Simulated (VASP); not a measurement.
Runs of VASP 6.6.1 on HfN. The structure is that of space group P-6m2 (No. 187), or close to it. The cells are those of the table. 

| task | level | potentials or basis | cell | k mesh | cutoff (eV) | gap on the mesh (eV) | pressure (GPa) | relaxed volume (Å³/atom) |
| --- | --- | --- | --- | --- | --- | --- | --- | --- |
| single point | PBE | VASP PAW PBE potentials, release 64 (Hf_pv, N) | a = 2.913, b = 3.104, c = 3.104 Å, angles 60.0, 90.0, 90.0°, 2 atoms | 4 × 6 × 6 | 520 | none | -1.9 | - |
| single point | LDA | VASP PAW LDA potentials, release 64 (Hf_pv, N) | a = 3.101, b = 3.101, c = 2.911 Å, angles 90.0, 90.0, 120.0°, 2 atoms | 24 × 24 × 20 | 520 | none | -14.8 | - |
| relaxation of cell and atoms | PBE | VASP PAW PBE potentials, release 64 (Hf_pv, N) | relaxed from a = 3.104, b = 3.104, c = 2.913 Å, angles 90.0, 90.0, 120.0°, 2 atoms | 6 × 6 × 6 | 600 | none | 0.0 | 12.01 |
| relaxation of cell and atoms | PBE | VASP PAW PBE potentials, release 64 (Hf_pv, N) | relaxed from a = 3.104, b = 3.104, c = 2.904 Å, angles 90.0, 90.0, 120.0°, 2 atoms | 24 × 24 × 20 | 600 | none | 0.0 | 12.01 |
| single point | PBE | VASP PAW PBE potentials, release 64 (Hf_pv, N) | a = 3.104, b = 3.104, c = 2.904 Å, angles 90.0, 90.0, 120.0°, 2 atoms | 6 × 6 × 6 | 520 | none | -1.9 | - |
| single point | PBE | VASP PAW PBE potentials, release 64 (Hf_pv, N) | a = 3.101, b = 3.101, c = 2.911 Å, angles 90.0, 90.0, 120.0°, 2 atoms | 24 × 24 × 20 | 520 | none | (a) | - |

Alike in all rows: no spin polarisation; smearing gaussian 0.1 eV.

Q: Fill in the values left out.

A: (a) -2.0.

Caveats: some runs use coarse meshes; spin-orbit coupling is left out, which moves the levels of the heavy elements.

A k mesh can miss the band edges, and the runs leave out spin-orbit coupling on Hf.

A gap of «none» marks levels without a gap at the run's occupations.
